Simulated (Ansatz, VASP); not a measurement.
Bi: VASP beside Ansatz

File INCAR:

```
SYSTEM = Bi
AGGAC = 1.0
AGGAX = 1.0
ALDAC = 0.0
ALDAX = 1.0
ALGO = Normal
EDIFF = 1E-6
ENCUT = 520
GGA = B5
ISIF = 2
ISMEAR = -1
LASPH = .True.
LCHARG = .False.
LREAL = .False.
LWAVE = .False.
NBANDS = 14
NELM = 100
PREC = Accurate
SIGMA = 0.1
```

Contents of KPOINTS:

```
k-points
0
Gamma
  11 11 11
  0 0 0
```

The input POSCAR:

```
Bi
1.0
    3.3129840738      0.0000000000      0.0000000000
    0.0000000000      3.3129840738      0.0000000000
    0.0000000000      0.0000000000      3.3129840738
Bi
1
Direct
    0.0000000000      0.0000000000      0.0000000000
```

Input for Ansatz:

```yaml
crystal:
  lattice:
    - [3.3129840738, 0.0, 0.0]
    - [0.0, 3.3129840738, 0.0]
    - [0.0, 0.0, 3.3129840738]
  atoms:
    - { symbol: Bi, position: [0.0, 0.0, 0.0] }
hamiltonian:
  xc: blyp
  pseudopotentials:
    kind: paw
    azcp:
      Bi: "pseudopotentials/Bi.paw.azcp"
basis:
  ecutwfc: 420
  fft_grid_basis: typed
kpoints:
  mp_grid: { grid: [11, 11, 11], shift: [0, 0, 0] }
magnetization:
  spin_polarized: false
scf:
  occupations: { method: fermi_dirac, width: 0.1 }
  lower_state_search: "off"
output:
  stress: true
```

Alike in both runs: task single point; functional BLYP; k mesh 11 × 11 × 11; occupations fermi-dirac, width 0.1 eV; no spin polarisation.

|  | VASP | Ansatz |
| --- | --- | --- |
| version | VASP 6.6.1 | Ansatz 0.2.0 |
| potentials or method | VASP PAW PBE potentials, release 64 (Bi_d), cutoff 520 eV | plane waves (420 eV) with PAW, scalar-relativistic |
| valence electrons in the cell | 15 | 15 |

```tsv
	VASP	Ansatz	Ansatz less VASP
pressure (GPa)	1.9	1.7	-0.15
```

VASP's potentials were made for PBE, not for BLYP. The functional is the same, so the differences come from potentials, cutoffs and numerics.

Spin-orbit coupling is off throughout.
